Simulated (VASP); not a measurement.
# Zn18HO18 (a cell with a defect) in VASP: notebook

Zn18HO18 (a cell with a defect) is run at these levels: PBE; tasks: single point.

All numbers are computed with VASP 6.6.1; they aren't measurements. Logs are shortened: lines on timing, memory, paths and dates and some standing lists are left out, and cuts for length are marked.

## 1. The cell of the first run

The cell holds a defect, 37 atoms: a = 7.764 Å, b = 7.764 Å, c = 7.764 Å, α = 78.63°, β = 78.63°, γ = 78.63°.

## 2. Single point, PBE (with an interstitial atom, then relaxed in part)

INCAR

```
SYSTEM = Zn18HO18
PREC = Accurate
ENCUT = 520
EDIFF = 1E-7
ISMEAR = 0
SIGMA = 0.01
LREAL = Auto
LASPH = .True.
NELM = 80
ALGO = Normal
ISIF = 2
LWAVE = .False.
LCHARG = .False.
GGA = PE
NELECT = 326.0
NBANDS = 186
```

KPOINTS

```
Automatic mesh
0
Gamma
  2 2 2
  0.5 0.5 0.5
```

POSCAR

```
Zn18HO18
1.0
   -4.9190862085      2.8400357467      5.2932332271
   -0.0000000001     -5.6800714933      5.2932332271
    4.9190862085      2.8400357466      5.2932332271
Zn O H
18 18 1
Direct
    0.3889929184      0.7186428558      0.3892898114
    0.7186395339      0.3888554093      0.3894291480
    0.0518581116      0.7184044402      0.7191731173
    0.0625392911      0.0628146085      0.3733837238
    0.3891136663      0.3888373090      0.7189924799
    0.7188266394      0.7184064426      0.0521126960
    0.7186093678      0.0514340064      0.7189649484
    0.0630000202      0.3727253629      0.0634047225
    0.3729516659      0.0628198697      0.0629604757
    0.4405128731      0.4406119832      0.1128725102
    0.7756658576      0.1065012998      0.1069355090
    0.1125542429      0.4405618484      0.4409228637
    0.1065998286      0.7760592466      0.1069943374
    0.4404210025      0.1124593443      0.4408620211
    0.7787175885      0.4411946358      0.7790625917
    0.7785815353      0.7784286033      0.4418788047
    0.1065454793      0.1065088650      0.7761826547
    0.4415371189      0.7784624243      0.7789611763
    0.5151362802      0.8480065911      0.5154739029
    0.8480336001      0.5150138356      0.5156081507
    0.1783200258      0.8442095911      0.8447039287
    0.1804731122      0.1806281857      0.5209247922
    0.5152729857      0.5150315290      0.8483680338
    0.8442859999      0.8442053139      0.1786924878
    0.8442248138      0.1780220403      0.8446326118
    0.1806714245      0.5209359862      0.1810915984
    0.5204049482      0.1806543925      0.1809137289
    0.5693421008      0.5692265787      0.2365331028
    0.8842716504      0.2369254337      0.2375479738
    0.2362665016      0.5692284232      0.5696800129
    0.2371934465      0.8847694871      0.2374696143
    0.5692837235      0.2358816382      0.5696137143
    0.9068289329      0.5638489232      0.9071041584
    0.9067202815      0.9062646589      0.5646324091
    0.2372681082      0.2368773124      0.8847191711
    0.5643363210      0.9062810870      0.9070293434
    0.2023099378      0.2029118166      0.2030079877
```

Potentials or basis: VASP PAW PBE potentials, release 64 (Zn, O, H).

On the command line:

```bash
$ cat potpaw_PBE.64/Zn/POTCAR potpaw_PBE.64/O/POTCAR potpaw_PBE.64/H/POTCAR > POTCAR
$ mpirun -np 1 vasp_std > vasp.out
```

OUTCAR:

```text
SYSTEM = Zn18HO18
   PREC = Accurate
   ENCUT = 520
   EDIFF = 1E-7
   ISMEAR = 0
   LREAL = Auto
   LASPH = .True.
   NELM = 80
   ISIF = 2
   GGA = PE
   NELECT = 326.0

 ion  position               nearest neighbor table
   1  0.389  0.719  0.389-  31 1.95  28 1.99  30 1.99  19 2.02
   2  0.719  0.389  0.389-  29 1.95  32 1.99  28 1.99  20 2.02
   3  0.052  0.718  0.719-  30 1.99  21 2.00  33 2.01  34 2.01
   4  0.063  0.063  0.373-  37 1.86  29 2.03  31 2.03  22 2.04  34 2.07
   5  0.389  0.389  0.719-  35 1.95  32 1.99  30 1.99  23 2.02
   6  0.719  0.718  0.052-  28 1.99  24 2.00  36 2.01  33 2.01
   7  0.719  0.051  0.719-  32 1.99  25 2.00  36 2.01  34 2.01
   8  0.063  0.373  0.063-  37 1.85  29 2.03  35 2.04  26 2.04  33 2.07
   9  0.373  0.063  0.063-  37 1.86  35 2.03  31 2.03  27 2.04  36 2.08
  10  0.441  0.441  0.113-  26 1.99  27 1.99  28 2.02  23 2.02
  11  0.776  0.107  0.107-  27 1.95  29 1.96  25 2.00  24 2.00
  12  0.113  0.441  0.441-  26 1.99  22 1.99  30 2.02  20 2.02
  13  0.107  0.776  0.107-  26 1.95  31 1.96  21 2.00  24 2.00
  14  0.440  0.112  0.441-  27 1.99  22 1.99  32 2.02  19 2.02
  15  0.779  0.441  0.779-  25 1.99  33 2.01  23 2.01  20 2.01
[... 19 lines left out ...]
  35  0.237  0.237  0.885-   5 1.95  17 1.96   9 2.03   8 2.04
  36  0.564  0.906  0.907-  18 2.00   6 2.01   7 2.01   9 2.08
  37  0.202  0.203  0.203-   8 1.85   4 1.86   9 1.86

  LATTYP: Found a trigonal (rhomboedric) cell.
 ALAT       =     7.7641181190
 COS(alpha) =     0.1971866321

  Lattice vectors:

 A1 = (  -4.9190862085,   2.8400357467,   5.2932332271)
 A2 = (  -0.0000000001,  -5.6800714933,   5.2932332271)
 A3 = (   4.9190862085,   2.8400357466,   5.2932332271)

Analysis of symmetry for initial positions (statically):
=====================================================================
 Subroutine PRICEL returns:
 Original cell was already a primitive cell.

 Routine SETGRP: Setting up the symmetry group for a
 trigonal (rhombohedral) supercell.

 Subroutine GETGRP returns: Found  1 space group operations
 (whereof  1 operations were pure point group operations)
 out of a pool of 12 trial point group operations.

The static configuration has the point symmetry C_1 .

Analysis of symmetry for dynamics (positions and initial velocities):
=====================================================================
 Subroutine PRICEL returns:
 Original cell was already a primitive cell.

[... 160 lines left out ...]
   IBRION =     -1    ionic relax: 0-MD 1-quasi-New 2-CG
   NFREE  =      0    steps in history (QN), initial steepest desc. (CG)
   ISIF   =      2    stress and relaxation
   ISYM   =      2    0-nonsym 1-usesym 2-fastsym
   POTIM  = 0.5000    time-step for ionic-motion
   TEBEG  =    0.0;   TEEND  =   0.0 temperature during run
   PSTRESS=    0.0 pullay stress
   NELECT =     326.0000    total number of electrons
   NUPDOWN=      -1.0000    fix difference up-down
   EMIN   =  10.00;   EMAX   =-10.00  energy-range for DOS
   EFERMI =   0.00;   METHOD = LEGACY
   ISMEAR =     0;   SIGMA  =   0.01  broadening in eV -4-tet -1-fermi 0-gaus
   EFERMI_NEDOS =   21; number of points for ismear=-14 and -15
   IALGO  =     38    algorithm
   IMIX   =      4    mixing-type and parameters
     AMIX     =   0.40;   BMIX     =  1.00
     AMIX_MAG =   1.60;   BMIX_MAG =  1.00
  volume/ion in A,a.u.               =      11.99        80.92
  Fermi-wavevector in a.u.,A,eV,Ry     =   1.477250  2.791597 29.691533  2.182266
  Thomas-Fermi vector in A             =   2.591677
   LORBIT       =      0    0 simple, 1 ext, 2 COOP (PROOUT), +10 PAW based schemes
   GGA     = PE    functional components
   LHFCALC =     F    Hartree Fock is set to
   AEXX    =    0.0000 exact exchange contribution
   IVDW    =     0    specifies the selected vdW correction
   LEPSILON=     F    determine dielectric tensor
   LRPA    =     F    only Hartree local field effects (RPA)
 non-spin polarized calculation
 Gauss-broadening in eV      SIGMA  =   0.01
  energy-cutoff  :      520.00
  volume of cell :      443.69
 maximum number of plane-waves:     11981
 NGX is ok and might be reduce to    60
   NGX = 29   NGY = 29   NGZ = 29

 number of electron     326.0000008 magnetization

 Free energy of the ion-electron system (eV)
  ---------------------------------------------------
  ext. energy  EPLUGINS =         0.00000000
  ---------------------------------------------------
  free energy    TOTEN  =      -159.81130640 eV

  energy without entropy =     -159.81130640  energy(sigma->0) =     -159.81130640

 E-fermi :   2.0492     XC(G=0): -10.8100

 val. band max:        2.0019160005   @ k =  -0.2500   0.2500   0.2500
 cond. band min:       3.1269640940   @ k =   0.2500   0.2500   0.2500
 fundamental gap:      1.1250480934
 Fermi energy:         2.0492257173

 k-point     1 :       0.2500    0.2500    0.2500
  band No.  band energies     occupation
      1     -16.7980      2.00000
      2     -16.4481      2.00000
      3     -16.4479      2.00000
      4     -16.4389      2.00000
      5     -16.3330      2.00000
      6     -16.3038      2.00000
[... 701 lines left out ...]
    174       6.9848      0.00000
    175       7.2338      0.00000
 [bands above 175 left out]

------------------------ aborting loop because EDIFF is reached ----------------------------------------

  FORCE on cell =-STRESS in cart. coord.  units (eV):
  Direction    XX          YY          ZZ          XY          YZ          ZX
  --------------------------------------------------------------------------------------
  -------------------------------------------------------------------------------------
  Total       12.9071056     12.9166076     14.9487762      0.0085574     -0.0087125     -0.0058288
  in kB       46.6078345     46.6421465     53.9803508      0.0309009     -0.0314612     -0.0210479
  external PRESSURE =      49.0767772 kB  Pullay stress =       0.0000000 kB

 VOLUME and BASIS-vectors are now :
 -----------------------------------------------------------------------------
  energy-cutoff  :      520.00
  volume of cell :      443.69
      direct lattice vectors                 reciprocal lattice vectors
    -4.919086208  2.840035747  5.293233227    -0.101644895  0.058684707  0.062973483
    -0.000000000 -5.680071493  5.293233227    -0.000000000 -0.117369415  0.062973483
     4.919086208  2.840035747  5.293233227     0.101644895  0.058684707  0.062973483

 POSITION                                       TOTAL-FORCE (eV/Angst)
 -----------------------------------------------------------------------------------
      0.00146     -1.87159      7.92358         0.000108      0.010348      0.015048
     -1.61941      0.93823      7.92357         0.012869     -0.008359      0.017396
      3.28258     -1.89083      7.88393         0.002466     -0.002840     -0.012811
      1.52907      0.88125      2.63993         0.008653      0.011944     -0.004127
      1.62270      0.93844      7.92367        -0.011511     -0.007814      0.017030
     -3.27962     -1.89110      7.88345        -0.001993      0.000059     -0.010840
[... 29 lines left out ...]
      1.68574     -0.96901     12.58544         0.021171     -0.016173      0.008537
      0.00343     -0.00144      3.21950        -0.003411     -0.000379      0.025668
 -----------------------------------------------------------------------------------
    total drift:                               -0.004008     -0.003427     -0.008019

  FREE ENERGIE OF THE ION-ELECTRON SYSTEM (eV)
  ---------------------------------------------------
  free  energy   TOTEN  =      -159.8113063965 eV

  energy  without entropy=     -159.8113063965  energy(sigma->0) =     -159.81130640
```

stdout:

```text
POSCAR found type information on POSCAR ZnO H
 POSCAR found :  3 types and      37 ions
 scaLAPACK will be used
 LDA part: xc-table for (Slater+PW92), standard interpolation
 POSCAR, INCAR and KPOINTS ok, starting setup
 FFT: planning ... GRIDC
 FFT: planning ... GRID_SOFT
 FFT: planning ... GRID
 WAVECAR not read
 entering main loop
 the old and the new charge density differ
 old charge density:   325.00000 new  326.00000
    0.430E+01
```

Run time: 8.9 min. Hardware: 1 thread of Intel Xeon Platinum 8488C (Sapphire Rapids), shared host; peak memory 0.61 GiB.

What came out:

- Free energy: -159.8113 eV
- Largest force: 0.028 eV/Å

Forces on the atoms (eV/Å):
```
Zn   0.000  0.010  0.015
Zn   0.013 -0.008  0.017
Zn   0.002 -0.003 -0.013
Zn   0.009  0.012 -0.004
Zn  -0.012 -0.008  0.017
Zn  -0.002  0.000 -0.011
Zn  -0.002  0.003 -0.010
Zn   0.000 -0.014 -0.004
Zn  -0.010  0.014 -0.001
Zn  -0.009 -0.005  0.007
Zn  -0.011  0.008 -0.012
Zn   0.010 -0.006  0.006
Zn   0.001 -0.016 -0.007
Zn   0.000  0.010  0.004
Zn   0.000 -0.002  0.008
Zn  -0.001 -0.001  0.005
Zn   0.011  0.008 -0.013
Zn   0.001 -0.002  0.003
O    0.001  0.000  0.004
O   -0.003  0.001  0.000
O    0.002 -0.004 -0.006
O    0.011  0.010 -0.007
O    0.005  0.002  0.001
O   -0.006 -0.005 -0.005
O    0.000  0.007 -0.005
O   -0.002 -0.004 -0.017
O   -0.013  0.008 -0.006
O   -0.005 -0.003 -0.006
O   -0.003 -0.003  0.000
O    0.004 -0.003 -0.007
O    0.003  0.003 -0.003
O    0.000  0.004 -0.001
O    0.002  0.023  0.007
O   -0.019 -0.016  0.010
O    0.006 -0.004  0.002
O    0.021 -0.016  0.009
H   -0.003  0.000  0.026
```

Caveat: the cell carries a net charge on a neutralising background, which shifts energy and pressure; the cell differs from its parent crystal (with an interstitial atom, then relaxed in part); the cell is charged against a uniform background, so pressure and absolute levels hang on convention.

## 3. Single point, PBE (with an interstitial atom, then relaxed in part)

INCAR: that of step 2 with these lines changed.

```diff
@@ -8,3 +8,3 @@
 LASPH = .True.
-NELM = 80
+NELM = 100
 ALGO = Normal
@@ -14,3 +14,3 @@
 GGA = PE
+NBANDS = 186
 NELECT = 326.0
-NBANDS = 186
```

KPOINTS is that of step 2.

POSCAR

```
Zn18HO18
1.0
   -4.9190861691     -2.8400357239      5.2932331742
    4.9190861691     -2.8400357239      5.2932331742
    0.0000000001      5.6800714478      5.2932331742
Zn O H
18 18 1
Direct
    0.6175106470      0.6150340149      0.2777867511
    0.6175021966      0.2777031148      0.6151195922
    0.2795294232      0.9489227958      0.2771071522
    0.9513926159      0.2770194270      0.2771035213
    0.2801273162      0.6150862404      0.6151687204
    0.6148406892      0.9428431476      0.9429327831
    0.2795438700      0.2770268042      0.9490075581
    0.9453009360      0.9428326567      0.6123081831
    0.9453179184      0.6122057563      0.9429174700
    0.5576704594      0.2252863447      0.2253806749
    0.5573246033      0.8879627444      0.5550626390
    0.2278280629      0.5551098076      0.2254550577
    0.9017490400      0.8991444378      0.2093258734
    0.2278139184      0.2253531728      0.5552161763
    0.5573361924      0.5549827705      0.8880491871
    0.2115704196      0.8993281958      0.8994391442
    0.8903962725      0.5549142580      0.5549891699
    0.9017346801      0.2092540896      0.8992219218
    0.7454093458      0.7430195582      0.4005161532
    0.7454040311      0.4004425904      0.7430889623
    0.4081978076      0.0725828580      0.4057839318
    0.0750072001      0.4057013697      0.4057976850
    0.4027297494      0.7430899647      0.7431789194
    0.7234766249      0.0734107674      0.0734755023
    0.4082121704      0.4056992292      0.0726709990
    0.0758133699      0.0734683564      0.7208236298
    0.0758258802      0.7206996446      0.0735663821
    0.6869447823      0.3515375340      0.3516227015
    0.6830343980      0.0144906585      0.6806550848
    0.3540094652      0.6844624901      0.3516612793
    0.0194600596      0.0169570621      0.3572242238
    0.3540034720      0.3515787763      0.6845432680
    0.6830497977      0.6805697964      0.0145765223
    0.3598023845      0.0170066674      0.0170914286
    0.0169106534      0.6805714248      0.6806561778
    0.0194676707      0.3571180594      0.0170320614
    0.0421636042      0.0393934223      0.0394982591
```

Potentials or basis: VASP PAW PBE potentials, release 64 (Zn, O, H).

On the command line:

```bash
$ cat potpaw_PBE.64/Zn/POTCAR potpaw_PBE.64/O/POTCAR potpaw_PBE.64/H/POTCAR > POTCAR
$ mpirun -np 1 vasp_std > vasp.out
```

It took 18 min on 1 thread of Oxide Virtual Turin-like, shared host; peak memory 0.58 GiB.

The run converged. Its results:

| Property | Result |
| --- | --- |
| Free energy | -159.8118 eV |
| Largest force | 0.022 eV/Å |

Forces on the atoms (eV/Å):
```
Zn   0.001  0.001 -0.003
Zn   0.002  0.000 -0.003
Zn  -0.001 -0.003 -0.004
Zn   0.001  0.000 -0.008
Zn  -0.004 -0.003 -0.001
Zn  -0.016 -0.010 -0.008
Zn  -0.003  0.000 -0.005
Zn  -0.001  0.016 -0.010
Zn   0.013 -0.009 -0.010
Zn   0.010  0.005  0.018
Zn  -0.005  0.001 -0.005
Zn  -0.011  0.006  0.017
Zn   0.002  0.009  0.002
Zn  -0.001 -0.013  0.017
Zn  -0.001 -0.005 -0.005
Zn  -0.011 -0.007  0.003
Zn   0.003  0.002 -0.005
Zn   0.009 -0.003  0.002
O    0.000 -0.018  0.012
O   -0.015  0.010  0.013
O    0.002  0.003 -0.002
O    0.004  0.001 -0.001
O    0.014  0.009  0.013
O   -0.008 -0.004  0.002
O    0.003  0.000 -0.002
O   -0.002  0.015  0.006
O    0.013 -0.009  0.006
O    0.001  0.001 -0.007
O   -0.002  0.001  0.004
O    0.000  0.001 -0.006
O   -0.002  0.000 -0.012
O    0.000  0.000 -0.006
O    0.000 -0.003  0.003
O    0.001  0.002 -0.016
O    0.004  0.003  0.004
O   -0.001 -0.001 -0.011
H    0.000  0.001  0.008
```

Levels at points of the mesh, in eV from the Fermi level:
| k point | band 159 | band 160 | band 161 | band 162 | band 163 | band 164 | band 165 | band 166 | band 167 | band 168 |
| --- | --- | --- | --- | --- | --- | --- | --- | --- | --- | --- |
| (0.25, 0.25, 0.25) | -1.68 | -1.68 | -1.22 | -1.22 | -0.16 | 1.07 | 3.05 | 3.05 | 3.26 | 3.44 |

Caveat: the cell carries a net charge on a neutralising background, which shifts energy and pressure; the cell differs from its parent crystal (with an interstitial atom, then relaxed in part); the cell is charged against a uniform background, so pressure and absolute levels hang on convention.
